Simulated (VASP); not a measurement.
# Si (P6/mmm) in VASP: elastic constants with PBE

Aim: the elastic constants of Si with PBE.

All numbers are computed with VASP 6.6.1; they aren't measurements. Logs are shortened: lines on timing, memory, paths and dates and some standing lists are left out, and cuts for length are marked.

### Step 1. The cell of the first run

Symmetry: P6/mmm, No. 191, hexagonal system. The conventional cell has a = 2.527 Å, b = 2.527 Å, c = 2.373 Å, α = 90.00°, β = 90.00°, γ = 120.00°. Within 3.1 Å of Si (site symmetry 6/mmm) lie 8 Si at 2.37 to 2.53 Å.

This isn't the form of Si at room conditions, which is diamond.

### Step 2. Elastic constants, PBE

File INCAR:

```
SYSTEM = Si
PREC = Accurate
ENCUT = 600
EDIFF = 1E-8
ISMEAR = 1
SIGMA = 0.1
LREAL = .False.
LASPH = .True.
NELM = 60
ALGO = Normal
ISIF = 3
LWAVE = .False.
LCHARG = .False.
GGA = PE
NBANDS = 8
IBRION = 6
NFREE = 2
POTIM = 0.015
NSW = 1
```

File KPOINTS:

```
Automatic mesh
0
Gamma
  20 20 18
  0 0 0
```

File POSCAR:

```
Si
1.0
    2.5270000000      0.0000000000      0.0000000000
   -1.2635000000      2.1884461954      0.0000000000
    0.0000000000      0.0000000000      2.3730000000
Si
1
Direct
    0.0000000000      0.0000000000      0.0000000000
```

Potentials or basis: VASP PAW PBE potentials, release 64 (Si).

Command:

```
$ cat potpaw_PBE.64/Si/POTCAR > POTCAR
$ mpirun -np 1 vasp_std > vasp.out
```

OUTCAR:

```text
SYSTEM = Si
   PREC = Accurate
   ENCUT = 600
   EDIFF = 1E-8
   ISMEAR = 1
   LREAL = .False.
   LASPH = .True.
   NELM = 60
   ISIF = 3
   GGA = PE
   IBRION = 6
   NFREE = 2
   POTIM = 0.015
   NSW = 1

 ion  position               nearest neighbor table
   1  0.000  0.000  0.000-

  LATTYP: Found a hexagonal cell.
 ALAT       =     2.5270000000
 C/A-ratio  =     0.9390581717

  Lattice vectors:

 A1 = (   2.5270000000,   0.0000000000,   0.0000000000)
 A2 = (  -1.2635000000,   2.1884461954,   0.0000000000)
 A3 = (   0.0000000000,   0.0000000000,   2.3730000000)

Analysis of symmetry for initial positions (statically):
=====================================================================
 Subroutine PRICEL returns:
 Original cell was already a primitive cell.

 Routine SETGRP: Setting up the symmetry group for a
 hexagonal supercell.

 Subroutine GETGRP returns: Found 24 space group operations
 (whereof 24 operations were pure point group operations)
 out of a pool of 24 trial point group operations.

The static configuration has the point symmetry D_6h.

Analysis of symmetry for dynamics (positions and initial velocities):
=====================================================================
 Subroutine PRICEL returns:
 Original cell was already a primitive cell.

 Routine SETGRP: Setting up the symmetry group for a
 hexagonal supercell.

 Subroutine GETGRP returns: Found 24 space group operations
 (whereof 24 operations were pure point group operations)
 out of a pool of 24 trial point group operations.

The dynamic configuration has the point symmetry D_6h.

 Subroutine INISYM returns: Found 24 space group operations
 (whereof 24 operations are pure point group operations),
 and found     1 'primitive' translations

----------------------------------------------------------------------------------------

                                     Primitive cell
[... 333 lines left out ...]
  band No.  band energies     occupation
      1      -3.9699      2.00000
      2      18.8015      0.00000
      3      20.1033      0.00000
      4      22.8022      0.00000
      5      22.8022      0.00000
      6      23.9100      0.00000
      7      23.9100      0.00000
      8      29.5237      0.00000
[... 243 lines left out ...]
 k-point    24 :       0.2500    0.1000    0.0000
  band No.  band energies     occupation
      1      -1.0410      2.00000
      2      10.4618      2.00000
      3      14.5785      0.00000
      4      21.7169      0.00000
      5      22.5499      0.00000
      6      26.3830      0.00000
      7      31.8025      0.00000
      8      32.3066      0.00000

 [... further k-points ...]

------------------------ aborting loop because EDIFF is reached ----------------------------------------

  FORCE on cell =-STRESS in cart. coord.  units (eV):
  Direction    XX          YY          ZZ          XY          YZ          ZX
  --------------------------------------------------------------------------------------
  -------------------------------------------------------------------------------------
  Total        1.6459346      1.6459346      1.7792796      0.0000000     -0.0000000      0.0000000
  in kB      200.9482847    200.9482847    217.2280620      0.0000000     -0.0000000      0.0000000
  external PRESSURE =     206.3748771 kB  Pullay stress =       0.0000000 kB
[... 16 lines left out ...]
  FREE ENERGIE OF THE ION-ELECTRON SYSTEM (eV)
  ---------------------------------------------------
  free  energy   TOTEN  =        -5.0081818908 eV

  energy  without entropy=       -5.0083156360  energy(sigma->0) =       -5.00822647

 INTERNAL STRAIN TENSORS FROM STRAINED CELLS
 ============================================

 INTERNAL STRAIN TENSOR FOR ION    1 for displacements in x,y,z  (eV/Angst):
          X           Y           Z          XY          YZ          ZX
  --------------------------------------------------------------------------------
  x    -0.00000     0.00000     0.00000     0.00000    -0.00000     0.00000
  y     0.00000     0.00000     0.00000     0.00000     0.00000     0.00000
  z     0.00000     0.00000     0.00000     0.00000     0.00000     0.00000

 INTERNAL STRAIN TENSORS FROM DISPLACED ATOMS
 ============================================

 INTERNAL STRAIN TENSOR FOR ION    1 for displacements in x,y,z  (eV/Angst):
          X           Y           Z          XY          YZ          ZX
  --------------------------------------------------------------------------------
  x     0.00000     0.00000     0.00000     0.00000     0.00000     0.00000
  y     0.00000     0.00000     0.00000     0.00000     0.00000     0.00000
  z     0.00000     0.00000     0.00000     0.00000     0.00000     0.00000

 Eigenvectors and eigenvalues of the dynamical matrix
 ----------------------------------------------------

   1 f/i=    0.000000 THz     0.000000 2PiTHz    0.000000 cm-1     0.000000 meV
             X         Y         Z           dx          dy          dz
      0.000000  0.000000  0.000000     1.000000    0.000002    0.000000

   2 f/i=    0.000000 THz     0.000000 2PiTHz    0.000000 cm-1     0.000000 meV
             X         Y         Z           dx          dy          dz
      0.000000  0.000000  0.000000    -0.000002    1.000000    0.000000

   3 f/i=    0.000000 THz     0.000000 2PiTHz    0.000000 cm-1     0.000000 meV
             X         Y         Z           dx          dy          dz
      0.000000  0.000000  0.000000     0.000000    0.000000    1.000000

--------------------------------------------------------------------------------------------------------

 ELASTIC MODULI CONTR FROM IONIC RELAXATION (kBar)
 Direction    XX          YY          ZZ          XY          YZ          ZX
 --------------------------------------------------------------------------------
 XX           0.0000      0.0000      0.0000      0.0000      0.0000      0.0000
 YY           0.0000      0.0000      0.0000      0.0000      0.0000      0.0000
 ZZ           0.0000      0.0000      0.0000      0.0000      0.0000      0.0000
 XY           0.0000      0.0000      0.0000      0.0000      0.0000      0.0000
 YZ           0.0000      0.0000      0.0000      0.0000      0.0000      0.0000
 ZX           0.0000      0.0000      0.0000      0.0000      0.0000      0.0000
 --------------------------------------------------------------------------------

 TOTAL ELASTIC MODULI (kBar)
 Direction    XX          YY          ZZ          XY          YZ          ZX
 --------------------------------------------------------------------------------
 XX        3021.9001   1258.8639    636.5293      0.0000      0.0000     -0.0000
 YY        1258.8639   3021.9001    636.5293      0.0000      0.0000      0.0000
 ZZ         636.5293    636.5293   4571.8346      0.0000     -0.0000      0.0000
 XY           0.0000      0.0000      0.0000    881.5181      0.0000      0.0000
 YZ           0.0000      0.0000     -0.0000     -0.0000    891.4960      0.0000
 ZX          -0.0000      0.0000      0.0000      0.0000      0.0000    891.4961
 --------------------------------------------------------------------------------
```

stdout:

```text
POSCAR found type information on POSCAR Si
 POSCAR found :  1 types and       1 ions
 scaLAPACK will be used
 LDA part: xc-table for (Slater+PW92), standard interpolation
 POSCAR, INCAR and KPOINTS ok, starting setup
 FFT: planning ... GRIDC
 FFT: planning ... GRID_SOFT
 FFT: planning ... GRID
 WAVECAR not read
 entering main loop
 Found     2 degrees of freedom:
 Adding 6 more for cell shape distortion
 Finite differences POTIM= 0.01500 DOF=   8
 bond charge predicted
 Finite differences progress:
 bond charge predicted
 Finite differences progress:
 bond charge predicted
 Finite differences progress:
 bond charge predicted
 Finite differences progress:
 bond charge predicted
 Finite differences progress:
 bond charge predicted
 Finite differences progress:
 bond charge predicted
 Finite differences progress:
 bond charge predicted
 Finite differences progress:
 bond charge predicted
 Finite differences progress:
 bond charge predicted
 Finite differences progress:
 bond charge predicted
 Finite differences progress:
 bond charge predicted
 Finite differences progress:
 bond charge predicted
 Finite differences progress:
 bond charge predicted
 Finite differences progress:
 bond charge predicted
 Finite differences progress:
 bond charge predicted
 Finite differences progress:
```

Run time: 23 min. Hardware: 1 thread of Intel Xeon 8259CL, shared host; peak memory 0.47 GiB.

Results:

- Voigt bulk modulus: 174 GPa

Elastic tensor in Voigt notation (GPa, in the Cartesian axes of the cell as first typed):
```
302 126  64   0   0   0
126 302  64   0   0   0
 64  64 457   0   0   0
  0   0   0  89   0   0
  0   0   0   0  89   0
  0   0   0   0   0  88
```

Clamped-ion elastic tensor (GPa):
```
302 126  64   0   0   0
126 302  64   0   0   0
 64  64 457   0   0   0
  0   0   0  89   0   0
  0   0   0   0  89   0
  0   0   0   0   0  88
```

Caveat: the cell is under stress, which shifts elastic constants.
